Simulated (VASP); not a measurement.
# TiTe2 (P-3m1) in VASP: notebook, part 3 of 3

VASP 6.6.1.

**6. Single point, LDA**

INCAR reads:

```
SYSTEM = TiTe2
  PREC = Accurate
  ENCUT = 520
  EDIFF = 1E-7
  ISMEAR = -1
  SIGMA = 0.05
  LREAL = .FALSE.
  LASPH = .TRUE.
  NELM = 80
  ALGO = Normal
  ISIF = 2
  LWAVE = .FALSE.
  LCHARG = .FALSE.
  GGA = CA
  NBANDS = 19
```

KPOINTS reads:

```
Automatic mesh
0
G
  8 8 4
  0 0 0
```

POSCAR reads:

```
TiTe2
1.0
    3.7770000000      0.0000000000      0.0000000000
   -1.8885000000      3.2709779501      0.0000000000
    0.0000000000      0.0000000000      6.4980000000
Te Ti
2 1
Direct
    0.3333333333      0.6666666667      0.7372000000
    0.6666666667      0.3333333333      0.2628000000
    0.0000000000      0.0000000000      0.0000000000
```

Potentials or basis: VASP PAW LDA potentials, release 64 (Te, Ti_sv).

Launch:

```sh
> cat potpaw_LDA.64/Te/POTCAR potpaw_LDA.64/Ti_sv/POTCAR > POTCAR
> mpirun -np 1 vasp_std > vasp.out
```

OUTCAR:

```text
SYSTEM = TiTe2
   PREC = Accurate
   ENCUT = 520
   EDIFF = 1E-7
   ISMEAR = -1
   LREAL = .FALSE.
   LASPH = .TRUE.
   NELM = 80
   ISIF = 2
   GGA = CA

 ion  position               nearest neighbor table
   1  0.333  0.667  0.737-   3 2.77   3 2.77   3 2.77
   2  0.667  0.333  0.263-   3 2.77   3 2.77   3 2.77
   3  0.000  0.000  0.000-   1 2.77   2 2.77   2 2.77   1 2.77   2 2.77   1 2.77

  LATTYP: Found a hexagonal cell.
 ALAT       =     3.7770000000
 C/A-ratio  =     1.7204130262

  Lattice vectors:

 A1 = (   3.7770000000,   0.0000000000,   0.0000000000)
 A2 = (  -1.8885000000,   3.2709779501,   0.0000000000)
 A3 = (   0.0000000000,   0.0000000000,   6.4980000000)

Analysis of symmetry for initial positions (statically):
=====================================================================
 Subroutine PRICEL returns:
 Original cell was already a primitive cell.

 Routine SETGRP: Setting up the symmetry group for a
 hexagonal supercell.

 Subroutine GETGRP returns: Found 12 space group operations
 (whereof 12 operations were pure point group operations)
 out of a pool of 24 trial point group operations.

The static configuration has the point symmetry D_3d.

Analysis of symmetry for dynamics (positions and initial velocities):
=====================================================================
 Subroutine PRICEL returns:
 Original cell was already a primitive cell.

 Routine SETGRP: Setting up the symmetry group for a
 hexagonal supercell.

 Subroutine GETGRP returns: Found 12 space group operations
 (whereof 12 operations were pure point group operations)
 out of a pool of 24 trial point group operations.

The dynamic configuration has the point symmetry D_3d.

 Subroutine INISYM returns: Found 12 space group operations
 (whereof 12 operations are pure point group operations),
 and found     1 'primitive' translations

----------------------------------------------------------------------------------------

                                     Primitive cell

  volume of cell :      80.2794

  direct lattice vectors                    reciprocal lattice vectors
     3.777000000  0.000000000  0.000000000     0.264760392  0.152859484  0.000000000
    -1.888500000  3.270977950  0.000000000     0.000000000  0.305718967  0.000000000
     0.000000000  0.000000000  6.498000000     0.000000000  0.000000000  0.153893506

  length of vectors
     3.777000000  3.777000000  6.498000000     0.305718967  0.305718967  0.153893506

  position of ions in fractional coordinates (direct lattice)
     0.333333333  0.666666667  0.737200000
     0.666666667  0.333333333  0.262800000
     0.000000000  0.000000000  0.000000000

  ion indices of the primitive-cell ions
   primitive index   ion index
                 1           1
                 2           2
                 3           3

----------------------------------------------------------------------------------------

 KPOINTS: Automatic mesh

Automatic generation of k-mesh.
 Grid dimensions read from file:
 generate k-points for:    8    8    4

 Generating k-lattice:

  Cartesian coordinates                     Fractional coordinates (reciprocal lattice)
     0.033095049  0.019107435  0.000000000     0.125000000 -0.000000000  0.000000000
     0.000000000  0.038214871  0.000000000     0.000000000  0.125000000  0.000000000
     0.000000000  0.000000000  0.038473376     0.000000000  0.000000000  0.250000000

  Length of vectors
     0.038214871  0.038214871  0.038473376

  Shift w.r.t. Gamma in fractional coordinates (k-lattice)
     0.000000000  0.000000000  0.000000000

 Subroutine IBZKPT returns following result:
 ===========================================

 Found     35 irreducible k-points:

 Following reciprocal coordinates:
            Coordinates               Weight
  0.000000  0.000000  0.000000      1.000000
  0.125000  0.000000  0.000000      6.000000
  0.250000  0.000000  0.000000      6.000000
  0.375000  0.000000  0.000000      6.000000
  0.500000  0.000000  0.000000      3.000000
  0.125000  0.125000  0.000000      6.000000
[... 16 lines left out ...]
 -0.125000  0.500000  0.250000     12.000000
  0.250000  0.250000  0.250000     12.000000
 [... further k-points ...]
   k-points           NKPTS =     35   k-points in BZ     NKDIM =     35   number of bands    NBANDS=     19
   number of dos      NEDOS =    301   number of ions     NIONS =      3
   total plane-waves  NPLWV =  37632
   dimension x,y,z NGX =    28 NGY =   28 NGZ =   48
   dimension x,y,z NGXF=    56 NGYF=   56 NGZF=   96
   ions per type =               2   1
   NGX,Y,Z   is equivalent  to a cutoff of  12.32, 12.32, 12.28 a.u.
   NGXF,Y,Z  is equivalent  to a cutoff of  24.65, 24.65, 24.56 a.u.
 SYSTEM =  TiTe2
   PREC   = accura    normal or accurate (medium, high low for compatibility)
   ISTART =      0    job   : 0-new  1-cont  2-samecut
   ICHARG =      2    charge: 1-file 2-atom 10-const
   ISPIN  =      1    spin polarized calculation?
   LNONCOLLINEAR =      F non collinear calculations
   LSORBIT =      F    spin-orbit coupling
   LASPH  =      T    aspherical Exc in radial PAW
   ENCUT  =  520.0 eV  38.22 Ry    6.18 a.u.   7.02  7.02 12.08*2*pi/ulx,y,z
   NELM   =     80;   NELMIN=  2; NELMDL= -5     # of ELM steps
   EDIFF  = 0.1E-06   stopping-criterion for ELM
   LREAL  =      F    real-space projection
   EDIFFG = 0.1E-05   stopping-criterion for IOM
   NSW    =      0    number of steps for IOM
   IBRION =     -1    ionic relax: 0-MD 1-quasi-New 2-CG
   NFREE  =      0    steps in history (QN), initial steepest desc. (CG)
   ISIF   =      2    stress and relaxation
   ISYM   =      2    0-nonsym 1-usesym 2-fastsym
   POTIM  = 0.5000    time-step for ionic-motion
   TEBEG  =    0.0;   TEEND  =   0.0 temperature during run
   PSTRESS=    0.0 pullay stress
   NELECT =      24.0000    total number of electrons
   NUPDOWN=      -1.0000    fix difference up-down
   EMIN   =  10.00;   EMAX   =-10.00  energy-range for DOS
   EFERMI =   0.00;   METHOD = LEGACY
   ISMEAR =    -1;   SIGMA  =   0.05  broadening in eV -4-tet -1-fermi 0-gaus
   EFERMI_NEDOS =   21; number of points for ismear=-14 and -15
   IALGO  =     38    algorithm
   IMIX   =      4    mixing-type and parameters
     AMIX     =   0.40;   BMIX     =  1.00
     AMIX_MAG =   1.60;   BMIX_MAG =  1.00
  volume/ion in A,a.u.               =      26.76       180.58
  Fermi-wavevector in a.u.,A,eV,Ry     =   1.094655  2.068597 16.303438  1.198269
  Thomas-Fermi vector in A             =   2.230964
   LORBIT       =      0    0 simple, 1 ext, 2 COOP (PROOUT), +10 PAW based schemes
   GGA     = CA    functional components
   LHFCALC =     F    Hartree Fock is set to
   AEXX    =    0.0000 exact exchange contribution
   IVDW    =     0    specifies the selected vdW correction
   LEPSILON=     F    determine dielectric tensor
   LRPA    =     F    only Hartree local field effects (RPA)
 non-spin polarized calculation
  energy-cutoff  :      520.00
  volume of cell :       80.28
 maximum number of plane-waves:      2176
   NGX = 13   NGY = 13   NGZ = 25

 number of electron      23.9999998 magnetization

 Free energy of the ion-electron system (eV)
  ---------------------------------------------------
  ext. energy  EPLUGINS =         0.00000000
  ---------------------------------------------------
  free energy    TOTEN  =       -18.28043618 eV

  energy without entropy =      -18.26845826  energy(sigma->0) =      -18.27444722

 E-fermi :   6.6147     XC(G=0): -10.0934

 val. band max:        6.6000141944   @ k =   0.1250   0.0000   0.2500
 cond. band min:       6.6417798711   @ k =   0.5000   0.0000   0.0000
 fundamental gap:      0.0417656767
 Fermi energy:         6.6147349611

 k-point     1 :       0.0000    0.0000    0.0000
  band No.  band energies     occupation
      1     -50.1175      2.00000
      2     -26.7582      2.00000
      3     -26.7582      2.00000
      4     -26.7276      2.00000
      5      -5.7634      2.00000
      6      -4.2690      2.00000
[... 11 lines left out ...]
     18      11.7396      0.00000
     19      12.4560      0.00000

 k-point     2 :       0.1250    0.0000    0.0000
  band No.  band energies     occupation
      1     -50.1170      2.00000
      2     -26.7647      2.00000
      3     -26.7597      2.00000
      4     -26.7261      2.00000
      5      -5.5924      2.00000
      6      -4.1831      2.00000
[... 476 lines left out ...]
 k-point    24 :       0.2500    0.2500    0.2500
  band No.  band energies     occupation
      1     -50.1143      2.00000
      2     -26.7936      2.00000
      3     -26.7767      2.00000
      4     -26.7174      2.00000
      5      -4.1040      2.00000
      6      -3.7595      2.00000
[... 11 lines left out ...]
     18      11.8680      0.00000
     19      12.6491      0.00000

 [... further k-points ...]
[... 5 lines left out ...]
  --------------------------------------------------------------------------------------
  -------------------------------------------------------------------------------------
  Total       -2.0506617     -2.0506617     -1.9264301      0.0000000     -0.0000000      0.0000000
  in kB      -40.9260944    -40.9260944    -38.4467414      0.0000000     -0.0000000      0.0000000
  external PRESSURE =     -40.0996434 kB  Pullay stress =       0.0000000 kB

 VOLUME and BASIS-vectors are now :
 -----------------------------------------------------------------------------
  energy-cutoff  :      520.00
  volume of cell :       80.28
      direct lattice vectors                 reciprocal lattice vectors
     3.777000000  0.000000000  0.000000000     0.264760392  0.152859484  0.000000000
    -1.888500000  3.270977950  0.000000000     0.000000000  0.305718967  0.000000000
     0.000000000  0.000000000  6.498000000     0.000000000  0.000000000  0.153893506

 POSITION                                       TOTAL-FORCE (eV/Angst)
 -----------------------------------------------------------------------------------
     -0.00000      2.18065      4.79033         0.000000      0.000000      0.280513
      1.88850      1.09033      1.70767        -0.000000      0.000000     -0.280513
      0.00000      0.00000      0.00000        -0.000000      0.000000      0.000000
 -----------------------------------------------------------------------------------
    total drift:                                0.000000     -0.000000      0.000000

  FREE ENERGIE OF THE ION-ELECTRON SYSTEM (eV)
  ---------------------------------------------------
  free  energy   TOTEN  =       -18.2804361752 eV

  energy  without entropy=      -18.2684582556  energy(sigma->0) =      -18.27444722
```

It took 68 s on 1 thread of Intel Xeon Platinum 8259CL at 2.50GHz (Skylake/Cascade Lake), shared host; peak memory 0.19 GiB.

Results:

```
Free energy            : -18.2804 eV
Pressure               : -4.0 GPa
Largest force          : 0.281 eV/Å
Band gap on the k mesh : zero (band 12 reaches 7.01 eV, above the bottom of band 13 at 6.34 eV)
```

Forces on the atoms (eV/Å):
```
Te   0.000  0.000  0.281
Te   0.000  0.000 -0.281
Ti   0.000  0.000  0.000
```

Stress tensor (GPa, compression positive):
```
-4.09  0.00  0.00
 0.00 -4.09  0.00
 0.00  0.00 -3.84
```

Caveat: spin-orbit coupling is left out, which moves the levels of the heavy elements.

**7. The runs side by side**

| level | potentials or basis | cell | gap on the mesh (eV) | pressure (GPa) | largest force (eV/Å) |
| --- | --- | --- | --- | --- | --- |
| PBEsol | VASP PAW PBE potentials, release 64 (Te, Ti_sv) | a = 3.777, b = 3.777, c = 6.498 Å, angles 90.0, 90.0, 120.0°, 3 atoms | none | -2.2 | 0.11 |
| LDA | VASP PAW LDA potentials, release 64 (Te, Ti_sv) | a = 3.700, b = 3.700, c = 6.365 Å, angles 90.0, 90.0, 120.0°, 3 atoms | none | 0.0 | 0.25 |
| LDA | VASP PAW LDA potentials, release 64 (Te, Ti_sv) | a = 3.726, b = 3.726, c = 6.410 Å, angles 90.0, 90.0, 120.0°, 3 atoms | none | -1.5 | 0.06 |
| LDA | VASP PAW LDA potentials, release 64 (Te, Ti_sv) | a = 3.752, b = 3.752, c = 6.454 Å, angles 90.0, 90.0, 120.0°, 3 atoms | none | -2.8 | 0.12 |
| LDA | VASP PAW LDA potentials, release 64 (Te, Ti_sv) | a = 3.777, b = 3.777, c = 6.498 Å, angles 90.0, 90.0, 120.0°, 3 atoms | none | -4.0 | 0.28 |

Alike in all rows: task single point; no spin polarisation; k mesh 8 × 8 × 4; cutoff (eV) 520; smearing fermi-dirac 0.05 eV.

Caveats: spin-orbit coupling is left out, which moves the levels of the heavy elements; the PAW data sets were made with another functional, which shifts forces and pressure a little (some runs); this functional lacks dispersion, which binds the layers, so the pressure and a relaxed spacing across them are unreliable (some runs).

Total energies depend on the potentials used, so only differences within one code and one set of settings carry meaning.
